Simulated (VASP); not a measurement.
# TiN: single point with PBEsol

Crystal: TiN.

```
Ti N
1.0
     0.00000    2.04434    2.04434
     2.04434    0.00000    2.04434
     2.04434    2.04434    0.00000
Ti N
1 1
Direct
  0.00000 0.00000 0.00000
  0.50000 0.50000 0.50000
```

| Property | Result |
| --- | --- |
| Program | VASP 6.6.1 |
| Task | single point |
| Functional | PBEsol |
| Potentials or basis | VASP PAW PBE potentials, release 64 (Ti_sv, N) |
| Cutoff | 520 eV |
| k mesh | 20 × 20 × 20 |
| Occupations | gaussian, width 0.15 eV |
| Spin | collinear spin |
| Starting moments | [0.5, 0.0] μB |
| Fixed moment | 0.5 μB |
| Dipole correction | no |
| Further INCAR settings | ALGO = Normal; EDIFF = 1e-06; NBANDS = 20 |

- Pressure: 32.6 GPa
- Net moment: 0.50 μB per cell
- Site moments: Ti +0.38; N +0.03 μB
- Valence electrons inside the program's atomic spheres: Ti 10.64; N 3.82

It took 3.7 min on 1 thread of Intel Xeon 8259CL, with other jobs on the host, peak memory 0.26 GiB.

Caveat: the cell stands under pressure; the PAW data sets were made with another functional, which shifts forces and pressure a little; the total moment is fixed, so each spin has its own Fermi level and the state may be an excited one.
